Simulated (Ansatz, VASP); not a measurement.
# Two plane-wave programs on In3Sb2

INCAR

```
ALGO     = Fast           # electronic algorithm
EDIFF    = 1E-6           # SCF threshold, eV
ENCUT    = 520            # plane-wave cutoff, eV
GGA      = PE             # functional
ISIF     = 2              # what is computed and relaxed
ISMEAR   = 0              # smearing method
LASPH    = T              # aspherical terms in the spheres
LCHARG   = T              # write CHGCAR
LELF     = T              # ELF
LREAL    = F              # projectors in reciprocal space
LVHAR    = T            
LWAVE    = F              # write WAVECAR
NBANDS   = 32             # bands
NELM     = 100            # most SCF steps
PREC     = Accurate       # precision mode
SIGMA    = 0.1            # smearing width, eV
```

File KPOINTS:

```
k-points
0
Gamma
  6 6 4
```

Contents of POSCAR:

```
In3Sb2
1.0
    4.5334686413      0.0000000000      0.0000000000
   -2.2667343206      3.9260990106      0.0000000000
    0.0000000000      0.0000000000      7.0533408048
In Sb
3 2
Direct
    0.0000000000      0.0000000000      0.0000000000
    0.3333333333      0.6666666667      0.6450000000
    0.6666666667      0.3333333333      0.3550000000
    0.3333333333      0.6666666667      0.2450000000
    0.6666666667      0.3333333333      0.7550000000
```

Input for Ansatz:

```yaml
crystal:
  lattice:
    - [4.5334686413, 0.0, 0.0]
    - [-2.2667343206, 3.9260990106, 0.0]
    - [0.0, 0.0, 7.0533408048]
  atoms:
    - { symbol: In, position: [0.0, 0.0, 0.0] }
    - { symbol: In, position: [0.3333333333, 0.6666666667, 0.645] }
    - { symbol: In, position: [0.6666666667, 0.3333333333, 0.355] }
    - { symbol: Sb, position: [0.3333333333, 0.6666666667, 0.245] }
    - { symbol: Sb, position: [0.6666666667, 0.3333333333, 0.755] }
basis:
  ecutwfc: 420
kpoints:
  mp_grid: { grid: [6, 6, 4] }
hamiltonian:
  xc: pbe
scf:
  occupations: { method: gaussian, width: 0.1 }
  lower_state_search: "off"
output:
  forces: true
  stress: true
  eigenvalues: true
```

Alike in both runs: task single point; functional PBE; k mesh 6 × 6 × 4; occupations gaussian, width 0.1 eV; no spin polarisation.

|  | VASP | Ansatz |
| --- | --- | --- |
| version | VASP 6.6.1 | Ansatz 0.2.0 |
| potentials or method | VASP PAW PBE potentials, release 64 (In_d, Sb), cutoff 520 eV | scalar-relativistic, plane waves, PAW |
| valence electrons in the cell | 49 | 69 |

```csv
,VASP,Ansatz,Ansatz less VASP
gap on the k mesh at the Fermi level (eV),none,none,-
pressure (GPa),17.9,17.8,-0.06
"traceless stress, the component that is largest in VASP (GPa)",-1.61,-1.70,-0.080
rms of the force components (eV/Å),0.625,0.618,-0.0070
```

Atom by atom the forces differ by 0.009 eV/Å (rms over components). A gap of «none» marks a metal or a gap that the smearing closes. VASP's potentials hold 49 valence electrons a cell and Ansatz's 69, so a difference there can come from the potentials and not from the codes.

Neither program's run includes spin-orbit coupling.
